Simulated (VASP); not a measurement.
A run of VASP 6.6.1:

The input INCAR:

```
SYSTEM = HC20
PREC = Accurate
ENCUT = 520
EDIFF = 1E-7
ISMEAR = 0
SIGMA = 0.05
LREAL = Auto
LASPH = .TRUE.
NELM = 100
ALGO = Fast
ISIF = 2
LWAVE = .FALSE.
LCHARG = .FALSE.
LDIPOL = .TRUE.
IDIPOL = 3
DIPOL = 0.5 0.5 0.291
GGA = CA
NBANDS = 108
```

The input KPOINTS:

```
regular mesh
0
G
  4 4 1
  0 0 0
```

Contents of POSCAR:

```
HC20
1.0
    7.2015518731      0.0000000000      0.0000000000
   -3.3194130427      7.7907812636      0.0000000000
    0.0000000000      0.0000000000     22.7916832250
C H
40 2
Direct
    0.2501129010      0.1667043003      0.1755026147
    0.2501129010      0.6667043003      0.1755026147
    0.7501129009      0.1667043003      0.1755026147
    0.7501129009      0.6667043003      0.1755026147
    0.2498870990      0.3332956997      0.1755026147
    0.2498870990      0.8332956997      0.1755026147
    0.7498870990      0.3332956997      0.1755026147
    0.7498870990      0.8332956997      0.1755026147
    0.2501129010      0.4167043003      0.2291325538
    0.2501129010      0.9167043003      0.2291325538
    0.7501129009      0.4167043003      0.2291325538
    0.7501129009      0.9167043003      0.2291325538
    0.2498870990      0.0832956997      0.2291325538
    0.2498870991      0.5832956997      0.2291325538
    0.7498870990      0.0832956997      0.2291325538
    0.7498870990      0.5832956997      0.2291325538
    0.2500458055      0.1676520614      0.2827258575
    0.2500458055      0.6676520614      0.2827258575
    0.7500458055      0.1676520614      0.2827258575
    0.7500458055      0.6676520614      0.2827258575
    0.2499541945      0.3323479386      0.2827258575
    0.2499541945      0.8323479386      0.2827258575
    0.7499541945      0.3323479386      0.2827258575
    0.7499541945      0.8323479386      0.2827258575
    0.2500622594      0.4183368654      0.3365410697
    0.2500622594      0.9183368654      0.3365410697
    0.7500622594      0.4183368654      0.3365410697
    0.7500622594      0.9183368654      0.3365410697
    0.2499377406      0.0816631346      0.3365410697
    0.2499377406      0.5816631346      0.3365410697
    0.7499377406      0.0816631346      0.3365410697
    0.7499377406      0.5816631346      0.3365410697
    0.2501903787      0.1771682769      0.3857408485
    0.2501903787      0.6771682769      0.3857408485
    0.7501903787      0.1771682769      0.3857408485
    0.7501903787      0.6771682769      0.3857408485
    0.2498096213      0.3228317231      0.3857408485
    0.2498096213      0.8228317231      0.3857408485
    0.7498096213      0.3228317231      0.3857408485
    0.7498096213      0.8228317231      0.3857408485
    0.9998096213      0.2685715476      0.4756859385
    0.9998096213      0.3770918985      0.4756859385
```

Potentials or basis: VASP PAW LDA potentials, release 64 (C, H).

Launch:

```bash
$ cat potpaw_LDA.64/C/POTCAR potpaw_LDA.64/H/POTCAR > POTCAR
$ mpirun -np 1 vasp_std > vasp.out
```

Hardware: 1 thread of Oxide Virtual Turin-like Processor (shared host).

Q: Estimate the wall time of this run.

A: It took 64 min on 1 thread of Oxide Virtual Turin-like Processor, with other jobs on the host, peak memory 1.3 GiB. Counts: scf iterations 32, k points 10.
